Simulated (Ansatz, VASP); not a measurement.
# BeCd2S3: VASP beside Ansatz

```
Be Cd S
1.0
    -1.93435    5.88109    2.83584
     1.93435   -5.88109    2.83584
     1.93435    5.88109   -2.83584
Be Cd S
1 2 3
Direct
  0.99008 0.99008 0.00000
  0.65242 0.99298 0.65944
  0.33354 0.99298 0.34056
  0.18805 0.68805 0.50000
  0.63486 0.78296 0.85190
  0.93106 0.78296 0.14810
```

Alike in both runs: functional PBE; k mesh 8 × 8 × 8; occupations gaussian, width 0.02 eV; no spin polarisation.

Ansatz relaxed the structure, and its values are those at the end. VASP's run is a single point on that final structure, the one shown.

|  | VASP | Ansatz |
| --- | --- | --- |
| version | VASP 6.6.1 | Ansatz 0.2.0 |
| potentials or method | VASP PAW PBE potentials, release 64 (Be, Cd, S), cutoff 520 eV | scalar-relativistic, plane waves, PAW |
| valence electrons in the cell | 44 | 60 |

VASP gave:

```
gap on the k mesh at the Fermi level (eV) : 1.68
least direct gap on the mesh (eV)         : 1.68
pressure (GPa)                            : 0.3
rms of the force components (eV/Å)        : 0.016
```

Which values does Ansatz return?

gap on the k mesh at the Fermi level (eV): 1.67; least direct gap on the mesh (eV): 1.67; pressure (GPa): 0.0; rms of the force components (eV/Å): 0.003.

With one functional, cell and mesh, what is left measures potentials, basis and numerics. VASP's potentials hold 44 valence electrons a cell and Ansatz's 60, so a difference there can come from the potentials and not from the codes.
